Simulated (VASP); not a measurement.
Write the native input for VASP 6.6.1 that does the following.

- Task: single point
- Functional: PBE
- Potentials or basis: VASP PAW PBE potentials, release 64 (Zn, S)
- Cutoff: 520 eV
- k mesh: 15 × 15 × 15
- Occupations: fermi-dirac, width 0.08 eV
- Spin: no spin polarisation
- Dipole correction: no
- Further INCAR settings: ALGO = Normal; EDIFF = 1e-07; NBANDS = 16

The structure of ZnS (rocksalt type) lies in POSCAR:

```
ZnS
1.0
    0.0000000000      2.4907843775      2.4907843775
    2.4907843775      0.0000000000      2.4907843775
    2.4907843775      2.4907843775      0.0000000000
Zn S
1 1
Direct
    0.0000000000      0.0000000000      0.0000000000
    0.5000000000      0.5000000000      0.5000000000
```

These files were run (other wordings do the same):

INCAR

```
SYSTEM = ZnS
ALGO = Normal ; EDIFF = 1E-7
ENCUT = 520 ; GGA = PE
ISIF = 2 ; ISMEAR = -1
LASPH = .True. ; LCHARG = .False.
LREAL = .False. ; LWAVE = .False.
NBANDS = 16 ; NELM = 60
PREC = Accurate ; SIGMA = 0.08
```

KPOINTS

```
k-points
0
Gamma
  15 15 15
  0 0 0
```

Potentials or basis: VASP PAW PBE potentials, release 64 (Zn, S).

Command:

```bash
$ cat potpaw_PBE.64/Zn/POTCAR potpaw_PBE.64/S/POTCAR > POTCAR
$ mpirun -np 1 vasp_std > vasp.out
```

It gave:

The pressure is 7.6 GPa and the band gap on the k mesh is zero (bands 9 and 10 overlap by 0.25 eV).

Caveat: the cell stands under pressure; semilocal functionals underestimate gaps, so a narrow gap can read as zero.

Run time: 97 s on 1 thread of Intel Xeon 8259CL, on a shared host, peak memory 0.2 GiB.
